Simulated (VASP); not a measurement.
# Rb2TcF6 (P-3m1) in VASP: notebook

Runs on Rb2TcF6. Level: LDA+U. Tasks: single point.

All numbers are computed with VASP 6.6.1; they aren't measurements. Logs are shortened: lines on timing, memory, paths and dates and some standing lists are left out, and cuts for length are marked.

## 1. The cell of the first run

The structure is trigonal, space group P-3m1 (No. 164). Conventional cell: a = 5.949 Å, b = 5.949 Å, c = 4.759 Å, α = 90.00°, β = 90.00°, γ = 120.00°. Rb (site symmetry 3m) has 12 F at 2.91 to 3.08 Å and 3 Tc at 3.72 Å and 3 Rb at 3.93 Å within 4.0 Å. Within 2.6 Å of Tc (site symmetry -3m) lie 6 F at 1.93 Å. Within 3.2 Å of F (site symmetry m) lie 1 Tc at 1.93 Å and 8 F at 2.67 to 3.15 Å and 4 Rb at 2.91 to 3.08 Å.

## 2. Single point, LDA+U, collinear spin

INCAR reads:

```
PREC = Accurate
ENCUT = 520
EDIFF = 1E-6
ISMEAR = 0
SIGMA = 0.05
LREAL = F
LASPH = T
NELM = 150
ALGO = Normal
ISIF = 2
LWAVE = F
LCHARG = F
ISPIN = 2
MAGMOM = 0 0 1.96 0.04 0.04 0.04 0.04 0.04 0.04
LORBIT = 11
LMAXMIX = 4
LDAU = T
LDAUTYPE = 2
LDAUL = -1 2 -1
LDAUU = 0 8 0
LDAUJ = 0 0 0
LDAUPRINT = 1
GGA = CA
NBANDS = 50
```

KPOINTS reads:

```
Automatic mesh
0
Gamma
  4 4 4
```

POSCAR reads:

```
Rb2TcF6
1.0
    5.9490027400      0.0000000000      0.0000000000
   -2.9745013700      5.1519875000      0.0000000000
    0.0000000000      0.0000000000      4.7590005000
Rb Tc F
2 1 6
Direct
    0.3333333333      0.6666666667      0.3003000000
    0.6666666667      0.3333333333      0.6997000000
    0.0000000000      0.0000000000      0.0000000000
    0.3137000000      0.1568500000      0.2229000000
    0.8431500000      0.1568500000      0.2229000000
    0.8431500000      0.6863000000      0.2229000000
    0.1568500000      0.3137000000      0.7771000000
    0.1568500000      0.8431500000      0.7771000000
    0.6863000000      0.8431500000      0.7771000000
```

Potentials or basis: VASP PAW LDA potentials, release 64 (Rb_sv, Tc_pv, F).

Started as:

```bash
$ cat potpaw_LDA.64/Rb_sv/POTCAR potpaw_LDA.64/Tc_pv/POTCAR potpaw_LDA.64/F/POTCAR > POTCAR
$ mpirun -np 1 vasp_std > vasp.out
```

OUTCAR:

```text
PREC = Accurate
   ENCUT = 520
   EDIFF = 1E-6
   ISMEAR = 0
   LREAL = F
   LASPH = T
   NELM = 150
   ISIF = 2
   ISPIN = 2
   LORBIT = 11
   GGA = CA

 ion  position               nearest neighbor table
   1  0.333  0.667  0.300-   8 2.91   7 2.91   9 2.91   4 3.00   6 3.00   5 3.00   5 3.00   4 3.00
                             6 3.00   8 3.08   7 3.08   9 3.08   3 3.72   3 3.72   3 3.72   2 3.93
   2  0.667  0.333  0.700-   5 2.91   6 2.91   4 2.91   9 3.00   7 3.00   8 3.00   8 3.00   9 3.00
                             7 3.00   5 3.08   6 3.08   4 3.08   3 3.72   3 3.72   3 3.72   1 3.93
   3  0.000  0.000  0.000-   6 1.93   7 1.93   4 1.93   5 1.93   8 1.93   9 1.93   1 3.72   2 3.72
                             1 3.72   2 3.72   2 3.72   1 3.72
   4  0.314  0.157  0.223-   3 1.93   2 2.91   1 3.00   1 3.00   2 3.08
   5  0.843  0.157  0.223-   3 1.93   2 2.91   1 3.00   1 3.00   2 3.08
   6  0.843  0.686  0.223-   3 1.93   2 2.91   1 3.00   1 3.00   2 3.08
   7  0.157  0.314  0.777-   3 1.93   1 2.91   2 3.00   2 3.00   1 3.08
   8  0.157  0.843  0.777-   3 1.93   1 2.91   2 3.00   2 3.00   1 3.08
   9  0.686  0.843  0.777-   3 1.93   1 2.91   2 3.00   2 3.00   1 3.08

  LATTYP: Found a hexagonal cell.
 ALAT       =     5.9490027400
 C/A-ratio  =     0.7999660965

  Lattice vectors:

 A1 = (   5.9490027400,   0.0000000000,   0.0000000000)
 A2 = (  -2.9745013700,   5.1519875000,   0.0000000000)
 A3 = (   0.0000000000,   0.0000000000,   4.7590005000)

Analysis of symmetry for initial positions (statically):
=====================================================================
 Subroutine PRICEL returns:
 Original cell was already a primitive cell.

 Routine SETGRP: Setting up the symmetry group for a
 hexagonal supercell.

 Subroutine GETGRP returns: Found 12 space group operations
 (whereof 12 operations were pure point group operations)
 out of a pool of 24 trial point group operations.

The static configuration has the point symmetry D_3d.

Analysis of symmetry for dynamics (positions and initial velocities):
=====================================================================
 Subroutine PRICEL returns:
 Original cell was already a primitive cell.

 Routine SETGRP: Setting up the symmetry group for a
 hexagonal supercell.

 Subroutine GETGRP returns: Found 12 space group operations
 (whereof 12 operations were pure point group operations)
 out of a pool of 24 trial point group operations.

The dynamic configuration has the point symmetry D_3d.

Analysis of structural, dynamic, and magnetic symmetry:
=====================================================================
 Subroutine PRICEL returns:
 Original cell was already a primitive cell.

 Routine SETGRP: Setting up the symmetry group for a
 hexagonal supercell.

 Subroutine GETGRP returns: Found 12 space group operations
 (whereof 12 operations were pure point group operations)
 out of a pool of 24 trial point group operations.

The overall configuration has the point symmetry D_3d.

 Subroutine INISYM returns: Found 12 space group operations
 (whereof 12 operations are pure point group operations),
 and found     1 'primitive' translations

----------------------------------------------------------------------------------------

                                     Primitive cell

  volume of cell :     145.8595

  direct lattice vectors                    reciprocal lattice vectors
     5.949002740  0.000000000  0.000000000     0.168095401  0.097049925  0.000000000
    -2.974501370  5.151987500  0.000000000     0.000000000  0.194099850  0.000000000
     0.000000000  0.000000000  4.759000500     0.000000000  0.000000000  0.210128156

  length of vectors
     5.949002740  5.949002740  4.759000500     0.194099850  0.194099850  0.210128156

  position of ions in fractional coordinates (direct lattice)
     0.333333333  0.666666667  0.300300000
     0.666666667  0.333333333  0.699700000
     0.000000000  0.000000000  0.000000000
     0.313700000  0.156850000  0.222900000
     0.843150000  0.156850000  0.222900000
     0.843150000  0.686300000  0.222900000
     0.156850000  0.313700000  0.777100000
     0.156850000  0.843150000  0.777100000
     0.686300000  0.843150000  0.777100000

  ion indices of the primitive-cell ions
   primitive index   ion index
                 1           1
                 2           2
                 3           3
                 4           4
                 5           5
                 6           6
                 7           7
                 8           8
                 9           9
[... 70 lines left out ...]
   PSTRESS=    0.0 pullay stress
   NELECT =      73.0000    total number of electrons
   NUPDOWN=      -1.0000    fix difference up-down
   EMIN   =  10.00;   EMAX   =-10.00  energy-range for DOS
   EFERMI =   0.00;   METHOD = LEGACY
   ISMEAR =     0;   SIGMA  =   0.05  broadening in eV -4-tet -1-fermi 0-gaus
   EFERMI_NEDOS =   21; number of points for ismear=-14 and -15
   IALGO  =     38    algorithm
   IMIX   =      4    mixing-type and parameters
     AMIX     =   0.40;   BMIX     =  1.00
     AMIX_MAG =   1.60;   BMIX_MAG =  1.00
  volume/ion in A,a.u.               =      16.21       109.37
  Fermi-wavevector in a.u.,A,eV,Ry     =   1.299783  2.456234 22.986173  1.689436
  Thomas-Fermi vector in A             =   2.431024
   LORBIT       =     11    0 simple, 1 ext, 2 COOP (PROOUT), +10 PAW based schemes
 LDA+U is selected, type is set to LDAUTYPE =  2
   angular momentum for each species LDAUL =    -1    2   -1
   U (eV)           for each species LDAUU =   0.0  8.0  0.0
   J (eV)           for each species LDAUJ =   0.0  0.0  0.0
   GGA     = CA    functional components
   LHFCALC =     F    Hartree Fock is set to
   AEXX    =    0.0000 exact exchange contribution
   IVDW    =     0    specifies the selected vdW correction
   LEPSILON=     F    determine dielectric tensor
   LRPA    =     F    only Hartree local field effects (RPA)
 spin polarized calculation
 Gauss-broadening in eV      SIGMA  =   0.05
  energy-cutoff  :      520.00
  volume of cell :      145.86
 maximum number of plane-waves:      3942
 NGX is ok and might be reduce to    48
   NGX = 23   NGY = 23   NGZ = 17

atom =   3  type =  2  l = 2

 onsite density matrix

spin component  1

  0.7715  0.0000 -0.0000 -0.2850  0.0000
  0.0000  0.6139  0.0000 -0.0000 -0.2850
 -0.0000  0.0000  0.9867  0.0000 -0.0000
 -0.2850 -0.0000  0.0000  0.6139  0.0000
  0.0000 -0.2850 -0.0000  0.0000  0.7715

spin component  2

  0.1892 -0.0000 -0.0000  0.1086 -0.0000
 -0.0000  0.2460 -0.0000 -0.0000  0.1086
 -0.0000 -0.0000  0.1000 -0.0000 -0.0000
  0.1086 -0.0000 -0.0000  0.2460  0.0000
 -0.0000  0.1086 -0.0000  0.0000  0.1892

 occupancies and eigenvectors

  o =  0.1000  v =  0.0000  0.0000  0.0000  0.0000  0.0000  0.0000  0.0000 -1.0000 -0.0000 -0.0000      0.0000  0.0000  0.0000  0.0000  0.0000  0.0000  0.0000  0.0000  0.0000  0.0000
  o =  0.1053  v =  0.0000  0.0000  0.0000  0.0000  0.0000  0.0000  0.6111  0.0000 -0.0000 -0.7915      0.0000  0.0000  0.0000  0.0000  0.0000  0.0000  0.0000  0.0000  0.0000  0.0000
  o =  0.1053  v =  0.0000  0.0000  0.0000  0.0000  0.0000 -0.7915  0.0000 -0.0000  0.6111 -0.0000      0.0000  0.0000  0.0000  0.0000  0.0000  0.0000  0.0000  0.0000  0.0000  0.0000
  o =  0.3298  v =  0.0000  0.0000  0.0000  0.0000  0.0000  0.0000  0.7915 -0.0000  0.0000  0.6111      0.0000  0.0000  0.0000  0.0000  0.0000  0.0000  0.0000  0.0000  0.0000  0.0000
  o =  0.3298  v =  0.0000  0.0000  0.0000  0.0000  0.0000  0.6111  0.0000 -0.0000  0.7915 -0.0000      0.0000  0.0000  0.0000  0.0000  0.0000  0.0000  0.0000  0.0000  0.0000  0.0000
  o =  0.3970  v =  0.0000  0.7958  0.0000  0.0000  0.6056  0.0000  0.0000  0.0000  0.0000  0.0000      0.0000  0.0000  0.0000  0.0000  0.0000  0.0000  0.0000  0.0000  0.0000  0.0000
  o =  0.3970  v = -0.6056  0.0000 -0.0000 -0.7958  0.0000  0.0000  0.0000  0.0000  0.0000  0.0000      0.0000  0.0000  0.0000  0.0000  0.0000  0.0000  0.0000  0.0000  0.0000  0.0000
  o =  0.9867  v =  0.0000  0.0000 -1.0000  0.0000 -0.0000  0.0000  0.0000  0.0000  0.0000  0.0000      0.0000  0.0000  0.0000  0.0000  0.0000  0.0000  0.0000  0.0000  0.0000  0.0000
  o =  0.9884  v =  0.0000 -0.6056 -0.0000 -0.0000  0.7958  0.0000  0.0000  0.0000  0.0000  0.0000      0.0000  0.0000  0.0000  0.0000  0.0000  0.0000  0.0000  0.0000  0.0000  0.0000
  o =  0.9884  v = -0.7958  0.0000  0.0000  0.6056 -0.0000  0.0000  0.0000  0.0000  0.0000  0.0000      0.0000  0.0000  0.0000  0.0000  0.0000  0.0000  0.0000  0.0000  0.0000  0.0000

 number of electron      73.0000018 magnetization       3.0000116

 Free energy of the ion-electron system (eV)
  ---------------------------------------------------
  ext. energy  EPLUGINS =         0.00000000
  ---------------------------------------------------
  free energy    TOTEN  =       -45.18819929 eV

  energy without entropy =      -45.18819929  energy(sigma->0) =      -45.18819929

 E-fermi :  -1.2266     XC(G=0):  -9.8643

 val. band max:       -1.4921769931   @ k =   0.5000   0.0000   0.5000
 cond. band min:       4.0297292456   @ k =   0.5000   0.0000   0.0000
 fundamental gap:      5.5219062386
 Fermi energy:        -1.2265751398

 spin component 1

 k-point     1 :       0.0000    0.0000    0.0000
  band No.  band energies     occupation
      1     -40.8550      1.00000
      2     -40.8550      1.00000
      3     -40.8013      1.00000
      4     -24.3027      1.00000
      5     -24.1712      1.00000
      6     -22.1524      1.00000
[... 652 lines left out ...]
     47       9.1005      0.00000
     48      10.0758      0.00000
 Fermi energy:        -1.2265751398

 spin component 2

 k-point     1 :       0.0000    0.0000    0.0000
  band No.  band energies     occupation
      1     -39.0398      1.00000
      2     -39.0398      1.00000
      3     -38.9317      1.00000
      4     -24.2999      1.00000
      5     -24.1715      1.00000
      6     -22.0658      1.00000
[... 652 lines left out ...]
     47       9.1795      0.00000
     48      10.1876      0.00000
 [bands above 48 left out]

------------------------ aborting loop because EDIFF is reached ----------------------------------------

  FORCE on cell =-STRESS in cart. coord.  units (eV):
  Direction    XX          YY          ZZ          XY          YZ          ZX
  --------------------------------------------------------------------------------------
  -------------------------------------------------------------------------------------
  Total       -0.7383555     -0.7383555     -1.0684282      0.0000000      0.0000000      0.0000000
  in kB       -8.1103832     -8.1103832    -11.7360296      0.0000000      0.0000000      0.0000000
  external PRESSURE =      -9.3189320 kB  Pullay stress =       0.0000000 kB

 VOLUME and BASIS-vectors are now :
 -----------------------------------------------------------------------------
  energy-cutoff  :      520.00
  volume of cell :      145.86
      direct lattice vectors                 reciprocal lattice vectors
     5.949002740  0.000000000  0.000000000     0.168095401  0.097049925  0.000000000
    -2.974501370  5.151987500  0.000000000     0.000000000  0.194099850  0.000000000
     0.000000000  0.000000000  4.759000500     0.000000000  0.000000000  0.210128156

 POSITION                                       TOTAL-FORCE (eV/Angst)
 -----------------------------------------------------------------------------------
     -0.00000      3.43466      1.42913        -0.000000      0.000000      0.006225
      2.97450      1.71733      3.32987        -0.000000      0.000000     -0.006225
      0.00000      0.00000      0.00000        -0.000000      0.000000      0.000000
      1.39965      0.80809      1.06078         0.267323      0.154339      0.203616
      4.54935      0.80809      1.06078        -0.267323      0.154339      0.203616
      2.97450      3.53581      1.06078        -0.000000     -0.308679      0.203616
      0.00000      1.61618      3.69822        -0.000000      0.308679     -0.203616
     -1.57485      4.34390      3.69822         0.267323     -0.154339     -0.203616
      1.57485      4.34390      3.69822        -0.267323     -0.154339     -0.203616
 -----------------------------------------------------------------------------------
    total drift:                                0.000000      0.000000      0.000000

  FREE ENERGIE OF THE ION-ELECTRON SYSTEM (eV)
  ---------------------------------------------------
  free  energy   TOTEN  =       -45.1881992934 eV

  energy  without entropy=      -45.1881992934  energy(sigma->0) =      -45.18819929

 total charge

# of ion       s       p       d       tot
------------------------------------------
    1        1.934   5.342   0.018   7.294
    2        1.934   5.342   0.018   7.294
    3        0.400   6.616   4.674  11.690
    4        1.730   4.340   0.000   6.070
    5        1.730   4.340   0.000   6.070
    6        1.730   4.340   0.000   6.070
    7        1.730   4.340   0.000   6.070
    8        1.730   4.340   0.000   6.070
    9        1.730   4.340   0.000   6.070
--------------------------------------------------
tot         14.648  43.339   4.711  62.698

 magnetization (x)

# of ion       s       p       d       tot
------------------------------------------
    1        0.000  -0.000   0.000  -0.000
    2        0.000  -0.000   0.000  -0.000
    3        0.013   0.023   2.773   2.810
    4       -0.000   0.030   0.000   0.030
    5       -0.000   0.030   0.000   0.030
    6       -0.000   0.030   0.000   0.030
    7       -0.000   0.030   0.000   0.030
    8       -0.000   0.030   0.000   0.030
    9       -0.000   0.030   0.000   0.030
--------------------------------------------------
tot          0.013   0.204   2.774   2.991
```

It took 2.1 min on 1 thread of Intel Xeon Platinum 8488C (Sapphire Rapids), shared host; peak memory 0.33 GiB.

What came out:

```
Free energy                                           : -45.1882 eV
Pressure                                              : -0.9 GPa
Largest force                                         : 0.370 eV/Å
Band gap on the k mesh                                : 5.52 eV (least direct gap 5.54 eV)
Net moment                                            : 3.00 μB per cell
Site moments                                          : Rb -0.00; Tc +2.81; F +0.03 μB
Valence electrons inside the program's atomic spheres : Rb 7.29; Tc 11.69; F 6.07
```

Forces on the atoms (eV/Å):
```
Rb   0.000  0.000  0.006
Rb   0.000  0.000 -0.006
Tc   0.000  0.000  0.000
F    0.267  0.154  0.204
F   -0.267  0.154  0.204
F    0.000 -0.309  0.204
F    0.000  0.309 -0.204
F    0.267 -0.154 -0.204
F   -0.267 -0.154 -0.204
```

Stress tensor (GPa, compression positive):
```
-0.81  0.00  0.00
 0.00 -0.81  0.00
 0.00  0.00 -1.17
```

Eigenvalues of the final occupation matrices:
| site | spin | trace | eigenvalues |
| --- | --- | --- | --- |
| site 3 d | 1 | 3.76 | 0.40 0.40 0.99 0.99 0.99 |
| site 3 d | 2 | 0.97 | 0.10 0.11 0.11 0.33 0.33 |

A k mesh can miss the band edges.

## 3. Single point, LDA+U, collinear spin

INCAR reads:

```
  PREC = Accurate
  ENCUT = 520
  EDIFF = 1E-6
  ISMEAR = 0
  SIGMA = 0.05
  LREAL = False
  LASPH = True
  NELM = 150
  ALGO = Normal
  ISIF = 2
  LWAVE = False
  LCHARG = False
  ISPIN = 2
  MAGMOM = 0 0 3 0 0 0 0 0 0
  LORBIT = 11
  LMAXMIX = 4
  LDAU = True
  LDAUTYPE = 2
  LDAUL = -1 2 -1
  LDAUU = 0 8 0
  LDAUJ = 0 0 0
  LDAUPRINT = 1
  GGA = CA
  NBANDS = 50
```

KPOINTS reads:

```
regular mesh
0
Gamma
  4 4 4
```

POSCAR is that of step 2.

Potentials or basis: VASP PAW LDA potentials, release 64 (Rb_sv, Tc_pv, F).

Started as:

```bash
$ cat potpaw_LDA.64/Rb_sv/POTCAR potpaw_LDA.64/Tc_pv/POTCAR potpaw_LDA.64/F/POTCAR > POTCAR
$ mpirun -np 1 vasp_std > vasp.out
```

Wall time 2.1 min (1 thread of Intel Xeon Platinum 8488C (Sapphire Rapids), shared host); peak memory 0.32 GiB.

The run converged. Its results:

* Free energy: -45.1882 eV
* Pressure: -0.9 GPa
* Largest force: 0.370 eV/Å
* Band gap on the k mesh: 5.52 eV (least direct gap 5.54 eV)
* Net moment: 3.00 μB per cell
* Site moments: Rb -0.00; Tc +2.81; F +0.03 μB
* Valence electrons inside the program's atomic spheres: Rb 7.29; Tc 11.69; F 6.07

Forces in eV/Å, atoms in the order of the input:
```
Rb   0.000  0.000  0.006
Rb   0.000  0.000 -0.006
Tc   0.000  0.000  0.000
F    0.267  0.154  0.204
F   -0.267  0.154  0.204
F    0.000 -0.309  0.204
F    0.000  0.309 -0.204
F    0.267 -0.154 -0.204
F   -0.267 -0.154 -0.204
```

Stress tensor (GPa, compression positive):
```
-0.81  0.00  0.00
 0.00 -0.81  0.00
 0.00  0.00 -1.17
```

Levels at points of the mesh, in eV from the valence-band top:
Spin up:
```csv
k point,band 34,band 35,band 36,band 37,band 38,band 39,band 40,band 41,band 42,band 43
"(0.00, 0.00, 0.00)",-1.13,-1.08,-0.50,-0.17,-0.17,5.87,5.87,6.37,9.61,10.11
"(0.50, 0.00, 0.00)",-1.26,-1.16,-0.48,-0.21,-0.04,5.52,5.88,8.40,8.61,9.86
"(0.00, 0.00, 0.50)",-1.11,-1.11,-0.34,-0.34,-0.19,5.77,5.77,8.68,8.72,9.23
"(0.50, 0.00, 0.50)",-1.28,-1.10,-0.49,-0.19,0.00,5.54,5.80,9.11,9.41,10.11
```
Spin down:
```csv
k point,band 31,band 32,band 33,band 34,band 35,band 36,band 37,band 38,band 39,band 40
"(0.00, 0.00, 0.00)",-1.41,-1.18,-1.02,-1.02,-0.98,5.52,5.52,5.54,6.50,7.23
"(0.50, 0.00, 0.00)",-1.49,-1.23,-1.19,-1.16,-1.03,5.55,5.65,5.68,6.80,7.24
"(0.00, 0.00, 0.50)",-1.30,-1.30,-1.13,-1.00,-1.00,5.57,5.57,5.63,7.07,7.07
"(0.50, 0.00, 0.50)",-1.36,-1.30,-1.22,-1.17,-1.00,5.54,5.63,5.73,6.84,7.14
```

Eigenvalues of the final occupation matrices:
| site | spin | trace | eigenvalues |
| --- | --- | --- | --- |
| site 3 d | 1 | 3.76 | 0.40 0.40 0.99 0.99 0.99 |
| site 3 d | 2 | 0.97 | 0.10 0.11 0.11 0.33 0.33 |

A k mesh can miss the band edges.
